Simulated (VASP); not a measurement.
# P in VASP: further runs, part 2 of 2

VASP 6.6.1.

## 4. Single point, PBEsol (strain +0.030 along x and y, +0.000 along z)

INCAR

```
PREC = Accurate
ENCUT = 520
EDIFF = 1E-6
ISMEAR = 0
SIGMA = 0.05
LREAL = False
LASPH = True
NELM = 80
ALGO = Normal
ISIF = 2
LWAVE = False
LCHARG = False
GGA = PS
NBANDS = 18
```

KPOINTS

```
regular mesh
0
Gamma
  8 1 6
```

POSCAR

```
P
1.0
    3.3822395516      0.0000000000      0.0000000000
    0.0000000000     35.9027419197      0.0000000000
    0.0000000000      0.0000000000      4.6320847100
P
4
Direct
    0.0000000000      0.9702614300      0.5921507200
    0.0000000000      0.0297385700      0.4078492800
    0.5000000000      0.0297385700      0.0921507200
    0.5000000000      0.9702614300      0.9078492800
```

Potentials or basis: VASP PAW PBE potentials, release 64 (P).

Started as:

```bash
$ cat potpaw_PBE.64/P/POTCAR > POTCAR
$ mpirun -np 1 vasp_std > vasp.out
```

OUTCAR:

```text
PREC = Accurate
   ENCUT = 520
   EDIFF = 1E-6
   ISMEAR = 0
   LREAL = False
   LASPH = True
   NELM = 80
   ISIF = 2
   GGA = PS

 ion  position               nearest neighbor table
   1  0.000  0.970  0.592-   4 2.24   4 2.24   2 2.30
   2  0.000  0.030  0.408-   3 2.24   3 2.24   1 2.30
   3  0.500  0.030  0.092-   2 2.24   2 2.24   4 2.30
   4  0.500  0.970  0.908-   1 2.24   1 2.24   3 2.30

  LATTYP: Found a simple orthorhombic cell.
 ALAT       =     3.3822395516
 B/A-ratio  =     1.3695318263
 C/A-ratio  =    10.6150795566

  Lattice vectors:

 A1 = (  -3.3822395516,   0.0000000000,   0.0000000000)
 A2 = (   0.0000000000,   0.0000000000,   4.6320847100)
 A3 = (   0.0000000000,  35.9027419197,   0.0000000000)

Analysis of symmetry for initial positions (statically):
=====================================================================
 Subroutine PRICEL returns:
 Original cell was already a primitive cell.

 Routine SETGRP: Setting up the symmetry group for a
 simple orthorhombic supercell.

 Subroutine GETGRP returns: Found  8 space group operations
 (whereof  4 operations were pure point group operations)
 out of a pool of  8 trial point group operations.

The static configuration has the point symmetry C_2h.
 The point group associated with its full space group is D_2h.

Analysis of symmetry for dynamics (positions and initial velocities):
=====================================================================
 Subroutine PRICEL returns:
 Original cell was already a primitive cell.

 Routine SETGRP: Setting up the symmetry group for a
 simple orthorhombic supercell.

 Subroutine GETGRP returns: Found  8 space group operations
 (whereof  4 operations were pure point group operations)
 out of a pool of  8 trial point group operations.

The dynamic configuration has the point symmetry C_2h.
 The point group associated with its full space group is D_2h.

 Subroutine INISYM returns: Found  8 space group operations
 (whereof  4 operations are pure point group operations),
 and found     1 'primitive' translations

----------------------------------------------------------------------------------------

                                     Primitive cell

  volume of cell :     562.4818

  direct lattice vectors                    reciprocal lattice vectors
     3.382239552  0.000000000  0.000000000     0.295662086  0.000000000  0.000000000
     0.000000000 35.902741920  0.000000000     0.000000000  0.027853026  0.000000000
     0.000000000  0.000000000  4.632084710     0.000000000  0.000000000  0.215885516

  length of vectors
     3.382239552 35.902741920  4.632084710     0.295662086  0.027853026  0.215885516

  position of ions in fractional coordinates (direct lattice)
     0.000000000  0.970261430  0.592150720
     0.000000000  0.029738570  0.407849280
     0.500000000  0.029738570  0.092150720
     0.500000000  0.970261430  0.907849280

  ion indices of the primitive-cell ions
   primitive index   ion index
                 1           1
                 2           2
                 3           3
                 4           4

[... 24 lines left out ...]
 Found     20 irreducible k-points:

 Following reciprocal coordinates:
            Coordinates               Weight
  0.000000  0.000000  0.000000      1.000000
  0.125000  0.000000  0.000000      2.000000
  0.250000  0.000000  0.000000      2.000000
  0.375000  0.000000  0.000000      2.000000
  0.500000  0.000000  0.000000      1.000000
  0.000000  0.000000  0.166667      2.000000
[... 12 lines left out ...]
  0.375000  0.000000  0.500000      2.000000
  0.500000  0.000000  0.500000      1.000000
   k-points           NKPTS =     20   k-points in BZ     NKDIM =     20   number of bands    NBANDS=     18
   number of dos      NEDOS =    301   number of ions     NIONS =      4
   total plane-waves  NPLWV = 272160
   dimension x,y,z NGX =    28 NGY =  270 NGZ =   36
   dimension x,y,z NGXF=    56 NGYF=  540 NGZF=   72
   ions per type =               4
   NGX,Y,Z   is equivalent  to a cutoff of  13.76, 12.50, 12.92 a.u.
   NGXF,Y,Z  is equivalent  to a cutoff of  27.53, 25.00, 25.84 a.u.
 SYSTEM =  unknown system
   PREC   = accura    normal or accurate (medium, high low for compatibility)
   ISTART =      0    job   : 0-new  1-cont  2-samecut
   ICHARG =      2    charge: 1-file 2-atom 10-const
   ISPIN  =      1    spin polarized calculation?
   LNONCOLLINEAR =      F non collinear calculations
   LSORBIT =      F    spin-orbit coupling
   LASPH  =      T    aspherical Exc in radial PAW
   ENCUT  =  520.0 eV  38.22 Ry    6.18 a.u.   6.29 66.76  8.61*2*pi/ulx,y,z
   NELM   =     80;   NELMIN=  2; NELMDL= -5     # of ELM steps
   EDIFF  = 0.1E-05   stopping-criterion for ELM
   LREAL  =      F    real-space projection
   EDIFFG = 0.1E-04   stopping-criterion for IOM
   NSW    =      0    number of steps for IOM
   IBRION =     -1    ionic relax: 0-MD 1-quasi-New 2-CG
   NFREE  =      0    steps in history (QN), initial steepest desc. (CG)
   ISIF   =      2    stress and relaxation
   ISYM   =      2    0-nonsym 1-usesym 2-fastsym
   POTIM  = 0.5000    time-step for ionic-motion
   TEBEG  =    0.0;   TEEND  =   0.0 temperature during run
   PSTRESS=    0.0 pullay stress
   NELECT =      20.0000    total number of electrons
   NUPDOWN=      -1.0000    fix difference up-down
   EMIN   =  10.00;   EMAX   =-10.00  energy-range for DOS
   EFERMI =   0.00;   METHOD = LEGACY
   ISMEAR =     0;   SIGMA  =   0.05  broadening in eV -4-tet -1-fermi 0-gaus
   EFERMI_NEDOS =   21; number of points for ismear=-14 and -15
   IALGO  =     38    algorithm
   IMIX   =      4    mixing-type and parameters
     AMIX     =   0.40;   BMIX     =  1.00
     AMIX_MAG =   1.60;   BMIX_MAG =  1.00
  volume/ion in A,a.u.               =     140.62       948.95
  Fermi-wavevector in a.u.,A,eV,Ry     =   0.538330  1.017296  3.942959  0.289799
  Thomas-Fermi vector in A             =   1.564510
   LORBIT       =      0    0 simple, 1 ext, 2 COOP (PROOUT), +10 PAW based schemes
   GGA     = PS    functional components
   LHFCALC =     F    Hartree Fock is set to
   AEXX    =    0.0000 exact exchange contribution
   IVDW    =     0    specifies the selected vdW correction
   LEPSILON=     F    determine dielectric tensor
   LRPA    =     F    only Hartree local field effects (RPA)
 non-spin polarized calculation
 Gauss-broadening in eV      SIGMA  =   0.05
  energy-cutoff  :      520.00
  volume of cell :      562.48
 maximum number of plane-waves:     15233
 NGX is ok and might be reduce to    28
   NGX = 13   NGY =133   NGZ = 17

 number of electron      19.9999998 magnetization

 Free energy of the ion-electron system (eV)
  ---------------------------------------------------
  ext. energy  EPLUGINS =         0.00000000
  ---------------------------------------------------
  free energy    TOTEN  =       -22.72955896 eV

  energy without entropy =      -22.72955896  energy(sigma->0) =      -22.72955896

 E-fermi :  -3.2808     XC(G=0):  -1.7163

 val. band max:       -3.4999000808   @ k =   0.0000   0.0000   0.0000
 cond. band min:      -2.7209134784   @ k =   0.0000   0.0000   0.0000
 fundamental gap:      0.7789866024
 Fermi energy:        -3.2807724383

 k-point     1 :       0.0000    0.0000    0.0000
  band No.  band energies     occupation
      1     -18.2644      2.00000
      2     -15.9473      2.00000
      3     -12.4968      2.00000
      4      -9.0800      2.00000
      5      -8.2670      2.00000
      6      -7.8257      2.00000
[... 397 lines left out ...]
      5      -8.3996      2.00000
      6      -8.3996      2.00000
[... 10 lines left out ...]
     17       2.8144      0.00000
     18       2.8144      0.00000

------------------------ aborting loop because EDIFF is reached ----------------------------------------

  FORCE on cell =-STRESS in cart. coord.  units (eV):
  Direction    XX          YY          ZZ          XY          YZ          ZX
  --------------------------------------------------------------------------------------
  -------------------------------------------------------------------------------------
  Total       -3.5760610     -1.8287695     -1.3518265      0.0000000      0.0000000      0.0000000
  in kB      -10.1860788     -5.2090806     -3.8505526      0.0000000      0.0000000      0.0000000
  external PRESSURE =      -6.4152373 kB  Pullay stress =       0.0000000 kB

 VOLUME and BASIS-vectors are now :
 -----------------------------------------------------------------------------
  energy-cutoff  :      520.00
  volume of cell :      562.48
      direct lattice vectors                 reciprocal lattice vectors
     3.382239552  0.000000000  0.000000000     0.295662086  0.000000000  0.000000000
     0.000000000 35.902741920  0.000000000     0.000000000  0.027853026  0.000000000
     0.000000000  0.000000000  4.632084710     0.000000000  0.000000000  0.215885516

 POSITION                                       TOTAL-FORCE (eV/Angst)
 -----------------------------------------------------------------------------------
      0.00000     34.83505      2.74289        -0.000000      0.424833     -0.206122
      0.00000      1.06770      1.88919         0.000000     -0.424833      0.206122
      1.69112      1.06770      0.42685         0.000000     -0.424833     -0.206122
      1.69112     34.83505      4.20523         0.000000      0.424833      0.206122
 -----------------------------------------------------------------------------------
    total drift:                                0.000000      0.000000     -0.000000

  FREE ENERGIE OF THE ION-ELECTRON SYSTEM (eV)
  ---------------------------------------------------
  free  energy   TOTEN  =       -22.7295589589 eV

  energy  without entropy=      -22.7295589589  energy(sigma->0) =      -22.72955896
```

Run time: 3.5 min. Hardware: 1 thread of Intel Xeon 6975P-C (Granite Rapids), shared host; peak memory 0.64 GiB.

What came out:

```
Free energy            : -22.7296 eV
Largest force          : 0.472 eV/Å
Band gap on the k mesh : 0.78 eV
```

Forces on the atoms (eV/Å):
```
P    0.000  0.425 -0.206
P    0.000 -0.425  0.206
P    0.000 -0.425 -0.206
P    0.000  0.425  0.206
```

Caveat: the cell differs from its parent crystal (strain +0.030 along x and y, +0.000 along z); there is no dipole correction, which matters where the two faces differ; semilocal functionals underestimate gaps, and a narrow one can read as zero; the PAW data sets were made with another functional, which shifts forces and pressure a little.

## 5. Summary

| cell | gap on the mesh (eV) | largest force (eV/Å) |
| --- | --- | --- |
| a = 3.382, b = 35.903, c = 4.563 Å, 4 atoms | 0.69 | 0.58 |
| a = 3.333, b = 35.380, c = 4.702 Å, 4 atoms | 0.92 | 0.24 |
| a = 3.382, b = 35.903, c = 4.632 Å, 4 atoms | 0.78 | 0.47 |

Alike in all rows: task single point; level PBEsol; potentials or basis VASP PAW PBE potentials, release 64 (P); no spin polarisation; k mesh 8 × 1 × 6; cutoff (eV) 520; smearing gaussian 0.05 eV.

Caveats: there is no dipole correction, which matters where the two faces differ; the PAW data sets were made with another functional, which shifts forces and pressure a little; semilocal functionals underestimate gaps, and a narrow one can read as zero (at least some runs).

Absolute energies hang on the potentials; compare differences alone.
